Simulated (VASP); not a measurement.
Wanted: the native input for a VASP 6.6.1 run.

```yaml
Task: single point
Functional: PBEsol
Potentials_or_basis: VASP PAW PBE potentials, release 64 (Au)
Cutoff: 520 eV
k_mesh: 22 × 22 × 22
Occupations: gaussian, width 0.15 eV
Spin: no spin polarisation
Dipole_correction: no
Further_INCAR_settings: ALGO = Fast; EDIFF = 1e-06; NBANDS = 12
```

The structure of Au lies in POSCAR:

```
Au
1.0
    0.2566518929      2.1815410900      2.1815410900
    2.1815410900      0.2566518929      2.1815410900
    2.1815410900      2.1815410900      0.2566518929
Au
1
Direct
    0.0000000000      0.0000000000      0.0000000000
```

This cell differs from its parent crystal: ratio of the length along [111] to the lengths across it x 1.2, volume and fractional coordinates fixed.

These files were run (other wordings do the same):

INCAR

```
SYSTEM = Au
  ALGO = Fast
  EDIFF = 1E-6
  ENCUT = 520
  GGA = PS
  ISIF = 2
  ISMEAR = 0
  LASPH = .True.
  LCHARG = .False.
  LREAL = .False.
  LWAVE = .False.
  NBANDS = 12
  NELM = 80
  PREC = Accurate
  SIGMA = 0.15
```

KPOINTS

```
k-points
0
Gamma
  22 22 22
  0 0 0
```

Potentials or basis: VASP PAW PBE potentials, release 64 (Au).

Launch:

```console
$ cat potpaw_PBE.64/Au/POTCAR > POTCAR
$ mpirun -np 1 vasp_std > vasp.out
```

Results of the run:

- Pressure: 5.8 GPa

Caveat: the PAW data sets were made with another functional, which shifts forces and pressure a little.

It took 5.8 min on 1 thread of AMD EPYC 7571 (shared host), peak memory 0.28 GiB.
